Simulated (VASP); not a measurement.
# BaTiO3 (P4/mmm) in VASP: a series of runs

The runs below take BaTiO3 through single point, with LDA.

Program: VASP 6.6.1. These are calculated values, not measurements. Logs are shortened: lines on timing, memory, paths and dates and some standing lists are left out, and cuts for length are marked.

### Step 1. The cell of the first run

The structure is tetragonal, space group P4/mmm (No. 123). The conventional cell has a = 4.006 Å, b = 4.006 Å, c = 3.906 Å, α = 90.00°, β = 90.00°, γ = 90.00°. Ba (site symmetry 4/mmm) has 12 O at 2.80 to 2.83 Å and 8 Ti at 3.44 Å within 3.7 Å. Within 2.6 Å of Ti (site symmetry 4/mmm) lie 6 O at 1.95 to 2.00 Å. Within 2.9 Å of O (site symmetry mmm) lie 2 Ti at 2.00 Å and 4 Ba at 2.80 Å and 8 O at 2.80 to 2.83 Å. O (site symmetry 4/mmm) has 2 Ti at 1.95 Å within 2.6 Å.

### Step 2. Single point, LDA

Input file INCAR:

```
PREC = Accurate
ENCUT = 1340
EDIFF = 1E-6
ISMEAR = -1
SIGMA = 0.02
LREAL = F
LASPH = T
NELM = 120
ALGO = Normal
ISIF = 2
LWAVE = F
LCHARG = T
GGA = CA
LELF = T
LVHAR = T
NBANDS = 28
GGA_COMPAT = F
```

Input file KPOINTS:

```
Automatic mesh
0
Gamma
  6 6 6
```

Input file POSCAR:

```
BaTiO3
1.0
    4.0060000000      0.0000000000      0.0000000000
    0.0000000000      4.0060000000      0.0000000000
    0.0000000000      0.0000000000      3.9058500000
Ba Ti O
1 1 3
Direct
    0.5000000000      0.5000000000      0.5000000000
    0.0000000000      0.0000000000      0.0000000000
    0.5000000000      0.0000000000      0.0000000000
    0.0000000000      0.5000000000      0.0000000000
    0.0000000000      0.0000000000      0.5000000000
```

Potentials or basis: VASP PAW LDA potentials, release 64 (Ba_sv, Ti_sv, O_h).

The run is started by

```sh
cat potpaw_LDA.64/Ba_sv/POTCAR potpaw_LDA.64/Ti_sv/POTCAR potpaw_LDA.64/O_h/POTCAR > POTCAR
mpirun -np 1 vasp_std > vasp.out
```

OUTCAR:

```text
PREC = Accurate
   ENCUT = 1340
   EDIFF = 1E-6
   ISMEAR = -1
   LREAL = F
   LASPH = T
   NELM = 120
   ISIF = 2
   GGA = CA

 ion  position               nearest neighbor table
   1  0.500  0.500  0.500-   3 2.80   4 2.80   3 2.80   4 2.80   3 2.80   3 2.80   4 2.80   4 2.80
                             5 2.83   5 2.83   5 2.83   5 2.83   2 3.44   2 3.44   2 3.44   2 3.44
   2  0.000  0.000  0.000-   5 1.95   5 1.95   3 2.00   4 2.00   4 2.00   3 2.00   1 3.44   1 3.44
                             1 3.44   1 3.44   1 3.44   1 3.44   1 3.44   1 3.44
   3  0.500  0.000  0.000-   2 2.00   2 2.00   1 2.80   1 2.80   1 2.80   1 2.80
   4  0.000  0.500  0.000-   2 2.00   2 2.00   1 2.80   1 2.80   1 2.80   1 2.80
   5  0.000  0.000  0.500-   2 1.95   2 1.95   1 2.83   1 2.83   1 2.83   1 2.83

  LATTYP: Found a simple tetragonal cell.
 ALAT       =     4.0060000000
 C/A-ratio  =     0.9750000000

  Lattice vectors:

 A1 = (   4.0060000000,   0.0000000000,   0.0000000000)
 A2 = (   0.0000000000,   4.0060000000,   0.0000000000)
 A3 = (   0.0000000000,   0.0000000000,   3.9058500000)

Analysis of symmetry for initial positions (statically):
=====================================================================
 Subroutine PRICEL returns:
 Original cell was already a primitive cell.

 Routine SETGRP: Setting up the symmetry group for a
 simple tetragonal supercell.

 Subroutine GETGRP returns: Found 16 space group operations
 (whereof 16 operations were pure point group operations)
 out of a pool of 16 trial point group operations.

The static configuration has the point symmetry D_4h.

Analysis of symmetry for dynamics (positions and initial velocities):
=====================================================================
 Subroutine PRICEL returns:
 Original cell was already a primitive cell.

 Routine SETGRP: Setting up the symmetry group for a
 simple tetragonal supercell.

 Subroutine GETGRP returns: Found 16 space group operations
 (whereof 16 operations were pure point group operations)
 out of a pool of 16 trial point group operations.

The dynamic configuration has the point symmetry D_4h.

 Subroutine INISYM returns: Found 16 space group operations
 (whereof 16 operations are pure point group operations),
 and found     1 'primitive' translations

----------------------------------------------------------------------------------------

                                     Primitive cell

  volume of cell :      62.6812

  direct lattice vectors                    reciprocal lattice vectors
     4.006000000  0.000000000  0.000000000     0.249625562  0.000000000  0.000000000
     0.000000000  4.006000000  0.000000000     0.000000000  0.249625562  0.000000000
     0.000000000  0.000000000  3.905850000     0.000000000  0.000000000  0.256026217

  length of vectors
     4.006000000  4.006000000  3.905850000     0.249625562  0.249625562  0.256026217

  position of ions in fractional coordinates (direct lattice)
     0.500000000  0.500000000  0.500000000
     0.000000000  0.000000000  0.000000000
     0.500000000  0.000000000  0.000000000
     0.000000000  0.500000000  0.000000000
     0.000000000  0.000000000  0.500000000

  ion indices of the primitive-cell ions
   primitive index   ion index
                 1           1
                 2           2
                 3           3
                 4           4
                 5           5

----------------------------------------------------------------------------------------

 KPOINTS: Automatic mesh

Automatic generation of k-mesh.
 Grid dimensions read from file:
 generate k-points for:    6    6    6

 Generating k-lattice:

  Cartesian coordinates                     Fractional coordinates (reciprocal lattice)
     0.041604260  0.000000000  0.000000000     0.166666667  0.000000000  0.000000000
     0.000000000  0.041604260  0.000000000     0.000000000  0.166666667  0.000000000
     0.000000000  0.000000000  0.042671036     0.000000000  0.000000000  0.166666667

  Length of vectors
     0.041604260  0.041604260  0.042671036

  Shift w.r.t. Gamma in fractional coordinates (k-lattice)
     0.000000000  0.000000000  0.000000000

 Subroutine IBZKPT returns following result:
 ===========================================

 Found     40 irreducible k-points:

 Following reciprocal coordinates:
            Coordinates               Weight
  0.000000  0.000000  0.000000      1.000000
  0.166667  0.000000  0.000000      4.000000
  0.333333  0.000000  0.000000      4.000000
  0.500000  0.000000  0.000000      2.000000
  0.166667  0.166667  0.000000      4.000000
  0.333333  0.166667  0.000000      8.000000
[... 16 lines left out ...]
  0.333333  0.000000  0.333333      8.000000
  0.500000  0.000000  0.333333      4.000000
 [... further k-points ...]
   k-points           NKPTS =     40   k-points in BZ     NKDIM =     40   number of bands    NBANDS=     28
   number of dos      NEDOS =    301   number of ions     NIONS =      5
   total plane-waves  NPLWV = 110592
   dimension x,y,z NGX =    48 NGY =   48 NGZ =   48
   dimension x,y,z NGXF=    96 NGYF=   96 NGZF=   96
   ions per type =               1   1   3
   NGX,Y,Z   is equivalent  to a cutoff of  19.92, 19.92, 20.43 a.u.
   NGXF,Y,Z  is equivalent  to a cutoff of  39.84, 39.84, 40.86 a.u.
 SYSTEM =  unknown system
   PREC   = accura    normal or accurate (medium, high low for compatibility)
   ISTART =      0    job   : 0-new  1-cont  2-samecut
   ICHARG =      2    charge: 1-file 2-atom 10-const
   ISPIN  =      1    spin polarized calculation?
   LNONCOLLINEAR =      F non collinear calculations
   LSORBIT =      F    spin-orbit coupling
   LASPH  =      T    aspherical Exc in radial PAW
   ENCUT  = 1340.0 eV  98.49 Ry    9.92 a.u.  11.96 11.96 11.66*2*pi/ulx,y,z
   NELM   =    120;   NELMIN=  2; NELMDL= -5     # of ELM steps
   EDIFF  = 0.1E-05   stopping-criterion for ELM
   LREAL  =      F    real-space projection
   EDIFFG = 0.1E-04   stopping-criterion for IOM
   NSW    =      0    number of steps for IOM
   IBRION =     -1    ionic relax: 0-MD 1-quasi-New 2-CG
   NFREE  =      0    steps in history (QN), initial steepest desc. (CG)
   ISIF   =      2    stress and relaxation
   ISYM   =      2    0-nonsym 1-usesym 2-fastsym
   POTIM  = 0.5000    time-step for ionic-motion
   TEBEG  =    0.0;   TEEND  =   0.0 temperature during run
   PSTRESS=    0.0 pullay stress
   NELECT =      40.0000    total number of electrons
   NUPDOWN=      -1.0000    fix difference up-down
   EMIN   =  10.00;   EMAX   =-10.00  energy-range for DOS
   EFERMI =   0.00;   METHOD = LEGACY
   ISMEAR =    -1;   SIGMA  =   0.02  broadening in eV -4-tet -1-fermi 0-gaus
   EFERMI_NEDOS =   21; number of points for ismear=-14 and -15
   IALGO  =     38    algorithm
   IMIX   =      4    mixing-type and parameters
     AMIX     =   0.40;   BMIX     =  1.00
     AMIX_MAG =   1.60;   BMIX_MAG =  1.00
  volume/ion in A,a.u.               =      12.54        84.60
  Fermi-wavevector in a.u.,A,eV,Ry     =   1.409448  2.663470 27.028562  1.986543
  Thomas-Fermi vector in A             =   2.531503
   LORBIT       =      0    0 simple, 1 ext, 2 COOP (PROOUT), +10 PAW based schemes
   GGA     = CA    functional components
   LHFCALC =     F    Hartree Fock is set to
   AEXX    =    0.0000 exact exchange contribution
   IVDW    =     0    specifies the selected vdW correction
   LEPSILON=     F    determine dielectric tensor
   LRPA    =     F    only Hartree local field effects (RPA)
 non-spin polarized calculation
  energy-cutoff  :     1340.00
  volume of cell :       62.68
 maximum number of plane-waves:      7024
 NGX is ok and might be reduce to    48
   NGX = 23   NGY = 23   NGZ = 23

 number of electron      39.9999997 magnetization

 Free energy of the ion-electron system (eV)
  ---------------------------------------------------
  ext. energy  EPLUGINS =         0.00000000
  ---------------------------------------------------
  free energy    TOTEN  =       -44.15746549 eV

  energy without entropy =      -44.15746549  energy(sigma->0) =      -44.15746549

 E-fermi :   4.5258     XC(G=0): -11.8585

 val. band max:        4.0967425658   @ k =   0.5000   0.5000   0.5000
 cond. band min:       5.7437409720   @ k =   0.0000   0.0000   0.0000
 fundamental gap:      1.6469984061
 Fermi energy:         4.5258008230

 k-point     1 :       0.0000    0.0000    0.0000
  band No.  band energies     occupation
      1     -51.7139      2.00000
      2     -28.3561      2.00000
      3     -28.3354      2.00000
      4     -28.3354      2.00000
      5     -20.5346      2.00000
      6     -12.5769      2.00000
[... 20 lines left out ...]
     27       9.1295      0.00000
     28      11.5387      0.00000

 k-point     2 :       0.1667    0.0000    0.0000
  band No.  band energies     occupation
      1     -51.7136      2.00000
      2     -28.3556      2.00000
      3     -28.3491      2.00000
      4     -28.3349      2.00000
      5     -20.5022      2.00000
      6     -12.6271      2.00000
[... 20 lines left out ...]
     27       9.6626      0.00000
     28      12.1830      0.00000

 k-point     3 :       0.3333    0.0000    0.0000
  band No.  band energies     occupation
      1     -51.7131      2.00000
      2     -28.3764      2.00000
      3     -28.3545      2.00000
      4     -28.3337      2.00000
      5     -20.4358      2.00000
      6     -12.7958      2.00000
[... 20 lines left out ...]
     27      10.8866      0.00000
     28      12.4667      0.00000

 k-point     4 :       0.5000    0.0000    0.0000
  band No.  band energies     occupation
      1     -51.7128      2.00000
      2     -28.3899      2.00000
      3     -28.3540      2.00000
      4     -28.3332      2.00000
      5     -20.4019      2.00000
      6     -12.8964      2.00000
[... 578 lines left out ...]
     27      11.4223      0.00000
     28      12.7050      0.00000

 k-point    23 :       0.3333    0.0000    0.3333
  band No.  band energies     occupation
      1     -51.7119      2.00000
      2     -28.4090      2.00000
      3     -28.3730      2.00000
      4     -28.3315      2.00000
      5     -20.3490      2.00000
      6     -12.4176      2.00000
[... 20 lines left out ...]
     27      12.7049      0.00000
     28      12.7804      0.00000

 k-point    24 :       0.5000    0.0000    0.3333
  band No.  band energies     occupation
      1     -51.7117      2.00000
      2     -28.4081      2.00000
      3     -28.3862      2.00000
      4     -28.3310      2.00000
      5     -20.3254      2.00000
      6     -12.3731      2.00000
[... 20 lines left out ...]
     27      12.4035      0.00000
     28      13.7220      0.00000

 [... further k-points ...]

------------------------ aborting loop because EDIFF is reached ----------------------------------------

  FORCE on cell =-STRESS in cart. coord.  units (eV):
  Direction    XX          YY          ZZ          XY          YZ          ZX
  --------------------------------------------------------------------------------------
  -------------------------------------------------------------------------------------
  Total       -1.9096041     -1.9096041      0.2295275      0.0000000     -0.0000000      0.0000000
  in kB      -48.8108606    -48.8108606      5.8668887      0.0000000     -0.0000000      0.0000000
  external PRESSURE =     -30.5849441 kB  Pullay stress =       0.0000000 kB

 VOLUME and BASIS-vectors are now :
 -----------------------------------------------------------------------------
  energy-cutoff  :     1340.00
  volume of cell :       62.68
      direct lattice vectors                 reciprocal lattice vectors
     4.006000000  0.000000000  0.000000000     0.249625562  0.000000000  0.000000000
     0.000000000  4.006000000  0.000000000     0.000000000  0.249625562  0.000000000
     0.000000000  0.000000000  3.905850000     0.000000000  0.000000000  0.256026217

 POSITION                                       TOTAL-FORCE (eV/Angst)
 -----------------------------------------------------------------------------------
      2.00300      2.00300      1.95293         0.000000      0.000000      0.000000
      0.00000      0.00000      0.00000         0.000000      0.000000      0.000000
      2.00300      0.00000      0.00000         0.000000      0.000000      0.000000
      0.00000      2.00300      0.00000         0.000000      0.000000      0.000000
      0.00000      0.00000      1.95293         0.000000      0.000000      0.000000
 -----------------------------------------------------------------------------------
    total drift:                                0.000000      0.000000      0.000000

  FREE ENERGIE OF THE ION-ELECTRON SYSTEM (eV)
  ---------------------------------------------------
  free  energy   TOTEN  =       -44.1574654901 eV

  energy  without entropy=      -44.1574654901  energy(sigma->0) =      -44.15746549
```

Run time: 2.9 min. Hardware: 1 thread of Intel Xeon Platinum 8488C (Sapphire Rapids), shared host; peak memory 0.47 GiB.

What came out:

- Free energy: -44.1575 eV
- Pressure: -3.1 GPa
- Band gap on the k mesh: 1.65 eV (least direct gap 1.76 eV)

Caveat: the stress differs along the axes, from -5 to 1 GPa; spin-orbit coupling is left out, which moves the levels of the heavy elements. A hybrid or GW would open this gap; LDA tends to underestimate it.

### Step 3. Single point, LDA

This run uses another cell than the first one, of 13.50 Å³/atom.

Input file INCAR:

```
SYSTEM = BaTiO3
ALGO = Normal ; EDIFF = 1E-6
ENCUT = 1340 ; GGA = CA
GGA_COMPAT = .FALSE. ; ISIF = 2
ISMEAR = -1 ; LASPH = .TRUE.
LCHARG = .TRUE. ; LELF = .TRUE.
LREAL = .FALSE. ; LVHAR = .TRUE.
LWAVE = .FALSE. ; NBANDS = 28
NELM = 120 ; PREC = Accurate
SIGMA = 0.02
```

Input file KPOINTS:

```
k-points
0
G
  6 6 6
  0 0 0
```

POSCAR, as its differences from that of step 2:

```diff
@@ -4,3 +4,3 @@
     0.0000000000      4.0060000000      0.0000000000
-    0.0000000000      0.0000000000      3.9058500000
+    0.0000000000      0.0000000000      4.2063000000
 Ba Ti O
```

Potentials or basis: VASP PAW LDA potentials, release 64 (Ba_sv, Ti_sv, O_h).

The run is started by

```sh
cat potpaw_LDA.64/Ba_sv/POTCAR potpaw_LDA.64/Ti_sv/POTCAR potpaw_LDA.64/O_h/POTCAR > POTCAR
mpirun -np 1 vasp_std > vasp.out
```

OUTCAR:

```text
SYSTEM = BaTiO3
   EDIFF = 1E-6
   ENCUT = 1340
   GGA = CA
   ISIF = 2
   ISMEAR = -1
   LASPH = .TRUE.
   LREAL = .FALSE.
   NELM = 120
   PREC = Accurate

 ion  position               nearest neighbor table
   1  0.500  0.500  0.500-   5 2.83   5 2.83   5 2.83   5 2.83   4 2.90   3 2.90   4 2.90   3 2.90
                             4 2.90   3 2.90   4 2.90   3 2.90   2 3.53   2 3.53   2 3.53   2 3.53
   2  0.000  0.000  0.000-   3 2.00   4 2.00   4 2.00   3 2.00   5 2.10   5 2.10   1 3.53   1 3.53
                             1 3.53   1 3.53   1 3.53   1 3.53   1 3.53   1 3.53
[... 952 lines left out ...]
  -------------------------------------------------------------------------------------
  Total       -4.9431776     -4.9431776     -7.7634826      0.0000000     -0.0000000      0.0000000
  in kB     -117.3261074   -117.3261074   -184.2659243      0.0000000     -0.0000000      0.0000000
  external PRESSURE =    -139.6393797 kB  Pullay stress =       0.0000000 kB

 VOLUME and BASIS-vectors are now :
 -----------------------------------------------------------------------------
  energy-cutoff  :     1340.00
  volume of cell :       67.50
      direct lattice vectors                 reciprocal lattice vectors
     4.006000000  0.000000000  0.000000000     0.249625562  0.000000000  0.000000000
     0.000000000  4.006000000  0.000000000     0.000000000  0.249625562  0.000000000
     0.000000000  0.000000000  4.206300000     0.000000000  0.000000000  0.237738630

 POSITION                                       TOTAL-FORCE (eV/Angst)
 -----------------------------------------------------------------------------------
      2.00300      2.00300      2.10315         0.000000      0.000000      0.000000
      0.00000      0.00000      0.00000         0.000000      0.000000      0.000000
      2.00300      0.00000      0.00000         0.000000      0.000000      0.000000
      0.00000      2.00300      0.00000         0.000000      0.000000      0.000000
      0.00000      0.00000      2.10315         0.000000      0.000000      0.000000
 -----------------------------------------------------------------------------------
    total drift:                                0.000000      0.000000      0.000000

  FREE ENERGIE OF THE ION-ELECTRON SYSTEM (eV)
  ---------------------------------------------------
  free  energy   TOTEN  =       -43.8607468132 eV

  energy  without entropy=      -43.8607468132  energy(sigma->0) =      -43.86074681
```

OSZICAR:

```text
N       E                     dE             d eps       ncg     rms          rms(c)
DAV:   1     0.643319978370E+03    0.64332E+03   -0.34962E+04  2240   0.306E+03
DAV:   2     0.672563070192E+02   -0.57606E+03   -0.55095E+03  2300   0.614E+02
DAV:   3    -0.470150331702E+02   -0.11427E+03   -0.10765E+03  3180   0.209E+02
DAV:   4    -0.544895958792E+02   -0.74746E+01   -0.74372E+01  3012   0.526E+01
DAV:   5    -0.547517386015E+02   -0.26214E+00   -0.26187E+00  3408   0.948E+00    0.218E+01
DAV:   6    -0.442950319495E+02    0.10457E+02   -0.57932E+01  3332   0.631E+01    0.105E+01
DAV:   7    -0.441575915371E+02    0.13744E+00   -0.12539E+01  3076   0.244E+01    0.642E+00
DAV:   8    -0.439468874193E+02    0.21070E+00   -0.73096E-01  2700   0.666E+00    0.387E+00
DAV:   9    -0.439077931337E+02    0.39094E-01   -0.63287E-01  3288   0.688E+00    0.204E+00
DAV:  10    -0.438694638646E+02    0.38329E-01   -0.27263E-01  2888   0.456E+00    0.731E-01
DAV:  11    -0.438626059377E+02    0.68579E-02   -0.39056E-02  2720   0.122E+00    0.429E-01
DAV:  12    -0.438607690660E+02    0.18369E-02   -0.75571E-03  2788   0.785E-01    0.895E-02
DAV:  13    -0.438610567628E+02   -0.28770E-03   -0.12139E-03  3708   0.271E-01    0.135E-01
DAV:  14    -0.438607494090E+02    0.30735E-03   -0.76750E-04  2996   0.262E-01    0.236E-02
DAV:  15    -0.438607471104E+02    0.22986E-05   -0.55764E-05  3024   0.451E-02    0.775E-03
DAV:  16    -0.438607468132E+02    0.29717E-06   -0.22299E-06  2356   0.997E-03
   1 F= -.43860747E+02 E0= -.43860747E+02  d E =-.161497E-10
```

stdout:

```text
POSCAR found type information on POSCAR BaTiO
 POSCAR found :  3 types and       5 ions
 scaLAPACK will be used
 LDA part: xc-table for (Slater(with rela. corr.)+CA(PZ))
 , standard interpolation
 POSCAR, INCAR and KPOINTS ok, starting setup
 FFT: planning ... GRIDC
 FFT: planning ... GRID_SOFT
 FFT: planning ... GRID
 WAVECAR not read
 entering main loop
```

Run time: 3 min. Hardware: 1 thread of Intel Xeon Platinum 8488C (Sapphire Rapids), shared host; peak memory 0.51 GiB.

What came out:

* Free energy: -43.8607 eV
* Pressure: -14.0 GPa
* Band gap on the k mesh: 1.48 eV (least direct gap 1.70 eV)

Caveat: the stress differs along the axes, from -18 to -12 GPa; spin-orbit coupling is left out, which moves the levels of the heavy elements.
